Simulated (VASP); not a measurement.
# Si (Fd-3m) in VASP: G0W0 quasiparticle levels with PBEsol

Aim: the G0W0 quasiparticle levels of Si with PBEsol.

Everything below comes from runs of VASP 6.6.1. Logs are shortened: lines on timing, memory, paths and dates and some standing lists are left out, and cuts for length are marked.

### Step 1. The cell of the first run

The structure is cubic, space group Fd-3m (No. 227). The conventional cell has a = 5.379 Å, b = 5.379 Å, c = 5.379 Å, α = 90.00°, β = 90.00°, γ = 90.00°. Si (site symmetry -43m) has 4 Si at 2.33 Å within 3.1 Å.

### Step 2. G0W0 quasiparticle levels, PBEsol

POSCAR

```
Si
1.0
    0.0000000000      2.6896621261      2.6896621261
    2.6896621261      0.0000000000      2.6896621261
    2.6896621261      2.6896621261      0.0000000000
Si
2
Direct
    0.0000000000      0.0000000000      0.0000000000
    0.2500000000      0.2500000000      0.2500000000
```

INCAR.step1

```
ALGO = Normal
EDIFF = 1E-8
ENCUT = 500
GGA = PS
ISMEAR = 0
LASPH = T
LCHARG = F
LREAL = F
LWAVE = T
NELM = 80
PREC = Accurate
SIGMA = 0.01
```

INCAR.step2

```
ALGO = Exact
EDIFF = 1E-8
ENCUT = 500
GGA = PS
ISMEAR = 0
ISTART = 1
LASPH = T
LCHARG = F
LOPTICS = T
LREAL = F
LWAVE = T
NBANDS = 92
NELM = 1
PREC = Accurate
SIGMA = 0.01
```

INCAR.step3

```
ALGO = EVGW0
EDIFF = 1E-8
ENCUT = 500
ENCUTGW = 100.0
GGA = PS
ISMEAR = 0
ISTART = 1
LASPH = T
LCHARG = F
LREAL = F
LWAVE = F
NBANDS = 92
NBANDSGW = 12
NELMGW = 1
NOMEGA = 48
PREC = Accurate
PRECFOCK = Fast
SIGMA = 0.01
```

KPOINTS

```
k-points
0
Gamma
  4 4 4
```

Potentials or basis: VASP PAW PBE potentials, release 64 (Si_GW).

Started as:

```sh
> cat potpaw_PBE.64/Si_GW/POTCAR > POTCAR
> cp INCAR.step1 INCAR
> mpirun -np 1 vasp_std > vasp.out
> cp INCAR.step2 INCAR
> mpirun -np 1 vasp_std > vasp.out
> cp INCAR.step3 INCAR
> mpirun -np 1 vasp_std > vasp.out
```

OUTCAR:

```text
EDIFF = 1E-8
   ENCUT = 500
   ENCUTGW = 100.0
   GGA = PS
   ISMEAR = 0
   ISTART = 1
   LASPH = T
   LREAL = F
   NELMGW = 1
   PREC = Accurate
   PRECFOCK = Fast

 ion  position               nearest neighbor table
   1  0.000  0.000  0.000-   2 2.33   2 2.33   2 2.33   2 2.33
   2  0.250  0.250  0.250-   1 2.33   1 2.33   1 2.33   1 2.33

  LATTYP: Found a face centered cubic cell.
 ALAT       =     5.3793242522

  Lattice vectors:

 A1 = (   0.0000000000,   2.6896621261,   2.6896621261)
 A2 = (   2.6896621261,   0.0000000000,   2.6896621261)
 A3 = (   2.6896621261,   2.6896621261,   0.0000000000)

Analysis of symmetry for initial positions (statically):
=====================================================================
 Subroutine PRICEL returns:
 Original cell was already a primitive cell.

 Routine SETGRP: Setting up the symmetry group for a
 face centered cubic supercell.

 Subroutine GETGRP returns: Found 48 space group operations
 (whereof 24 operations were pure point group operations)
 out of a pool of 48 trial point group operations.

The static configuration has the point symmetry T_d .
 The point group associated with its full space group is O_h .

Analysis of symmetry for dynamics (positions and initial velocities):
=====================================================================
 Subroutine PRICEL returns:
 Original cell was already a primitive cell.

 Routine SETGRP: Setting up the symmetry group for a
 face centered cubic supercell.

 Subroutine GETGRP returns: Found 48 space group operations
 (whereof 24 operations were pure point group operations)
 out of a pool of 48 trial point group operations.

The dynamic configuration has the point symmetry T_d .
 The point group associated with its full space group is O_h .

 Subroutine INISYM returns: Found 48 space group operations
 (whereof 24 operations are pure point group operations),
 and found     1 'primitive' translations

----------------------------------------------------------------------------------------

                                     Primitive cell

  volume of cell :      38.9156

  direct lattice vectors                    reciprocal lattice vectors
     0.000000000  2.689662126  2.689662126    -0.185896955  0.185896955  0.185896955
     2.689662126  0.000000000  2.689662126     0.185896955 -0.185896955  0.185896955
     2.689662126  2.689662126  0.000000000     0.185896955  0.185896955 -0.185896955

  length of vectors
     3.803756657  3.803756657  3.803756657     0.321982972  0.321982972  0.321982972

  position of ions in fractional coordinates (direct lattice)
     0.000000000  0.000000000  0.000000000
     0.250000000  0.250000000  0.250000000

  ion indices of the primitive-cell ions
   primitive index   ion index
                 1           1
                 2           2

----------------------------------------------------------------------------------------

 KPOINTS: k-points

Automatic generation of k-mesh.
 Grid dimensions read from file:
 generate k-points for:    4    4    4

 Generating k-lattice:

  Cartesian coordinates                     Fractional coordinates (reciprocal lattice)
    -0.046474239  0.046474239  0.046474239     0.250000000  0.000000000  0.000000000
     0.046474239 -0.046474239  0.046474239     0.000000000  0.250000000  0.000000000
     0.046474239  0.046474239 -0.046474239     0.000000000  0.000000000  0.250000000

  Length of vectors
     0.080495743  0.080495743  0.080495743

  Shift w.r.t. Gamma in fractional coordinates (k-lattice)
     0.000000000  0.000000000  0.000000000

 Subroutine IBZKPT returns following result:
 ===========================================

 Found      8 irreducible k-points:

 Following reciprocal coordinates:
            Coordinates               Weight
  0.000000  0.000000  0.000000      1.000000
  0.250000  0.000000  0.000000      8.000000
  0.500000  0.000000  0.000000      4.000000
  0.250000  0.250000  0.000000      6.000000
  0.500000  0.250000  0.000000     24.000000
 -0.250000  0.250000  0.000000     12.000000
  0.500000  0.500000  0.000000      3.000000
 -0.250000  0.500000  0.250000      6.000000
   k-points           NKPTS =      8   k-points in BZ     NKDIM =     64   number of bands    NBANDS=     92
   number of dos      NEDOS =    301   number of ions     NIONS =      2
   total plane-waves  NPLWV =  21952
   dimension x,y,z NGX =    28 NGY =   28 NGZ =   28
   dimension x,y,z NGXF=    56 NGYF=   56 NGZF=   56
   ions per type =               2
   NGX,Y,Z   is equivalent  to a cutoff of  12.24, 12.24, 12.24 a.u.
   NGXF,Y,Z  is equivalent  to a cutoff of  24.48, 24.48, 24.48 a.u.
 SYSTEM =  unknown system
   PREC   = accura    normal or accurate (medium, high low for compatibility)
   ISTART =      1    job   : 0-new  1-cont  2-samecut
   ICHARG =      0    charge: 1-file 2-atom 10-const
   ISPIN  =      1    spin polarized calculation?
   LNONCOLLINEAR =      F non collinear calculations
   LSORBIT =      F    spin-orbit coupling
   LASPH  =      T    aspherical Exc in radial PAW
   ENCUT  =  500.0 eV  36.75 Ry    6.06 a.u.   6.94  6.94  6.94*2*pi/ulx,y,z
   NELM   =     60;   NELMIN=  2; NELMDL=  0     # of ELM steps
   EDIFF  = 0.1E-07   stopping-criterion for ELM
   LREAL  =      F    real-space projection
   EDIFFG = 0.1E-06   stopping-criterion for IOM
   NSW    =      0    number of steps for IOM
   IBRION =     -1    ionic relax: 0-MD 1-quasi-New 2-CG
   NFREE  =      0    steps in history (QN), initial steepest desc. (CG)
   ISIF   =      0    stress and relaxation
   ISYM   =      3    0-nonsym 1-usesym 2-fastsym
   POTIM  = 0.5000    time-step for ionic-motion
   TEBEG  =    0.0;   TEEND  =   0.0 temperature during run
   PSTRESS=    0.0 pullay stress
   NELECT =       8.0000    total number of electrons
   NUPDOWN=      -1.0000    fix difference up-down
   EMIN   =  10.00;   EMAX   =-10.00  energy-range for DOS
   EFERMI =   0.00;   METHOD = LEGACY
   ISMEAR =     0;   SIGMA  =   0.01  broadening in eV -4-tet -1-fermi 0-gaus
   EFERMI_NEDOS =   21; number of points for ismear=-14 and -15
   IALGO  =     38    algorithm
   IMIX   =      4    mixing-type and parameters
     AMIX     =   0.40;   BMIX     =  1.00
     AMIX_MAG =   1.60;   BMIX_MAG =  1.00
  volume/ion in A,a.u.               =      19.46       131.31
  Fermi-wavevector in a.u.,A,eV,Ry     =   0.966193  1.825840 12.701425  0.933528
  Thomas-Fermi vector in A             =   2.095973
   LORBIT       =      0    0 simple, 1 ext, 2 COOP (PROOUT), +10 PAW based schemes
   GGA     = PS    functional components
   LHFCALC =     T    Hartree Fock is set to
   PRECFOCK=fast      Normal, Fast or Accurate (Low or Medium for compatibility)
   ENCUT4O =  -1.0   cutoff for four orbital integrals eV
   NKREDX  =     1    reduce k-point grid by
   NKREDY  =     1    reduce k-point grid by
   NKREDZ  =     1    reduce k-point grid by
   AEXX    =    1.0000 exact exchange contribution
   HFSCREEN=    0.0000 screening length (either q_TF or 0.3 A-1)
   HFSCREENC=   0.0000 screening length for correlation (either q_TF or 0.3 A-1)
   ENCUTFOCK=  -1.0 apply spherical cutoff to Coloumb kernel
   IVDW    =     0    specifies the selected vdW correction
   LEPSILON=     F    determine dielectric tensor
   LRPA    =     F    only Hartree local field effects (RPA)
   LRPAFORCE           =     F    calculate RPA forces
   ENCUTGW             = 100.0    cutoff for response function in eV
   ENCUTGWSOFT         =  80.0    soft cutoff for Coulomb kernel in GW response function in eV
   ENCUTLF             =  -1.0    cutoff for local field effects
   NELMGW              =     1    number of iterations in solving QP/BSE equation
   NELMHF              =     1    number of iterations in the inner HF iteration
   NKREDLFX            =     1    NKREDLFY  =   1   NKREDLFZ  =   1
 non-spin polarized calculation
 Gauss-broadening in eV      SIGMA  =   0.01
  energy-cutoff  :      500.00
  volume of cell :       38.92
 maximum number of plane-waves:       998
  NGX = 16; NGY = 16; NGZ = 16
   NGX = 13   NGY = 13   NGZ = 13
 maximum number of plane-waves:        92
 NGX is ok and might be reduce to    14

 QP shifts <psi_nk| G(iteration)W_0 |psi_nk>: iteration 1
 for sc-GW calculations column KS-energies equals QP-energies in previous step
 and V_xc(KS)=  KS-energies - (<T + V_ion + V_H > + <T+V_H+V_ion>^1  + <V_x>^1)

 k-point   1 :       0.0000    0.0000    0.0000
  band No.  KS-energies  QP-energies   sigma(KS)   V_xc(KS)     V^pw_x(r,r')   Z            occupation Imag(sigma)

      1      -6.4514      -6.8661     -11.1396     -10.5306     -17.5889       0.6810       2.0000       1.2794
      2       5.7500       5.3670     -11.9850     -11.4798     -13.0749       0.7582       2.0000       0.1010
      3       5.7500       5.3670     -11.9850     -11.4798     -13.0749       0.7582       2.0000       0.1010
      4       5.7500       5.3670     -11.9850     -11.4798     -13.0749       0.7582       2.0000       0.1010
      5       8.2605       8.4991      -9.9154     -10.2325      -5.6444       0.7525       0.0000      -0.0661
      6       8.2605       8.4991      -9.9154     -10.2325      -5.6444       0.7525       0.0000      -0.0661
      7       8.2605       8.4991      -9.9154     -10.2325      -5.6444       0.7525       0.0000      -0.0661
      8       9.3946       9.7682     -10.5981     -11.0950      -5.7223       0.7519       0.0000      -0.0852
      9      13.4324      13.7647      -9.7103     -10.1560      -4.2586       0.7458       0.0000      -0.2151
     10      13.4324      13.7647      -9.7103     -10.1560      -4.2586       0.7458       0.0000      -0.2151
     11      13.5606      13.6130      -8.1051      -8.1734      -2.6906       0.7673       0.0000      -0.2933
     12      16.9156      16.9517      -8.5745      -8.6218      -2.3007       0.7614       0.0000      -0.6017

 k-point   2 :       0.2500    0.0000    0.0000
  band No.  KS-energies  QP-energies   sigma(KS)   V_xc(KS)     V^pw_x(r,r')   Z            occupation Imag(sigma)

      1      -5.6271      -6.0444     -11.2244     -10.6069     -17.3201       0.6757       2.0000       1.1319
      2       1.7329       1.2995     -11.3775     -10.7807     -13.8382       0.7263       2.0000       0.1806
      3       4.9621       4.5689     -11.7703     -11.2473     -13.0424       0.7517       2.0000       0.1079
      4       4.9621       4.5689     -11.7703     -11.2473     -13.0424       0.7517       2.0000       0.1079
      5       7.7953       8.0332      -9.9829     -10.2965      -5.7326       0.7587       0.0000      -0.0509
      6       9.2137       9.4637      -9.9350     -10.2660      -5.3958       0.7555       0.0000      -0.0907
      7       9.2137       9.4637      -9.9350     -10.2660      -5.3958       0.7555       0.0000      -0.0907
      8      12.8223      13.1051     -10.2333     -10.6174      -4.6823       0.7362       0.0000      -0.2315
      9      12.8718      13.1218      -9.4601      -9.7949      -4.0678       0.7469       0.0000      -0.2328
     10      12.8718      13.1218      -9.4601      -9.7949      -4.0678       0.7469       0.0000      -0.2328
     11      14.6130      14.6596      -8.2767      -8.3385      -2.5510       0.7547       0.0000      -0.3608
     12      17.5898      17.7123      -8.9414      -9.1067      -2.7090       0.7414       0.0000      -0.5734
[... 68 lines left out ...]
      1      -2.1821      -2.6020     -11.5290     -10.9280     -16.0816       0.6986       2.0000       0.5879
      2      -2.1821      -2.6020     -11.5290     -10.9280     -16.0816       0.6986       2.0000       0.5879
      3       2.7885       2.3211     -11.3904     -10.7536     -13.5181       0.7341       2.0000       0.1335
      4       2.7885       2.3211     -11.3904     -10.7536     -13.5181       0.7341       2.0000       0.1335
      5       6.2599       6.3905      -9.0224      -9.1913      -5.1197       0.7731       0.0000      -0.0446
      6       6.2599       6.3905      -9.0224      -9.1913      -5.1197       0.7731       0.0000      -0.0446
      7      16.0456      16.3134     -10.5075     -10.8762      -3.6894       0.7263       0.0000      -0.5615
      8      16.0456      16.3134     -10.5075     -10.8762      -3.6894       0.7263       0.0000      -0.5615
      9      16.7598      17.0272     -10.3036     -10.6633      -4.0233       0.7433       0.0000      -0.5625
     10      16.7598      17.0272     -10.3036     -10.6633      -4.0233       0.7433       0.0000      -0.5625
     11      18.3267      18.5986      -9.9044     -10.2649      -3.3261       0.7540       0.0000      -0.7398
     12      18.3267      18.5986      -9.9044     -10.2649      -3.3261       0.7540       0.0000      -0.7398

 k-point   8 :      -0.2500    0.5000    0.2500
  band No.  KS-energies  QP-energies   sigma(KS)   V_xc(KS)     V^pw_x(r,r')   Z            occupation Imag(sigma)

      1      -1.9971      -2.4052     -11.6430     -11.0570     -16.1456       0.6964       2.0000       0.5705
      2      -1.9971      -2.4052     -11.6430     -11.0570     -16.1456       0.6964       2.0000       0.5705
      3       1.7016       1.2381     -10.7577     -10.1255     -12.9882       0.7332       2.0000       0.1580
      4       1.7016       1.2381     -10.7577     -10.1255     -12.9882       0.7332       2.0000       0.1580
      5       9.9071      10.0730      -9.5914      -9.8100      -5.0031       0.7587       0.0000      -0.1095
      6       9.9071      10.0730      -9.5914      -9.8100      -5.0031       0.7587       0.0000      -0.1095
      7      10.7769      11.0525      -9.8665     -10.2370      -4.6937       0.7438       0.0000      -0.1569
      8      10.7769      11.0525      -9.8665     -10.2370      -4.6937       0.7438       0.0000      -0.1569
      9      16.4480      16.7314     -10.4473     -10.8341      -3.8939       0.7326       0.0000      -0.5608
     10      16.4480      16.7314     -10.4473     -10.8341      -3.8939       0.7326       0.0000      -0.5608
     11      18.9564      19.2553     -10.1978     -10.6019      -3.4055       0.7397       0.0000      -0.7767
     12      18.9564      19.2553     -10.1978     -10.6019      -3.4055       0.7397       0.0000      -0.7767
```

Wall time 37 s (1 thread of Intel Xeon 6975P-C (Granite Rapids), shared host); peak memory 0.34 GiB.

What came out:

- Quasiparticle gap: 1.02 eV
- Least direct quasiparticle gap: 3.13 eV
- Band gap of the starting levels on the mesh: 0.51 eV
- Least direct gap of the starting levels on the mesh: 2.51 eV

Caveat: the k points lie up to 0.51 Å⁻¹ apart; bands, screening cutoff and mesh are small and nothing is extrapolated, so the quasiparticle values aren't converged.
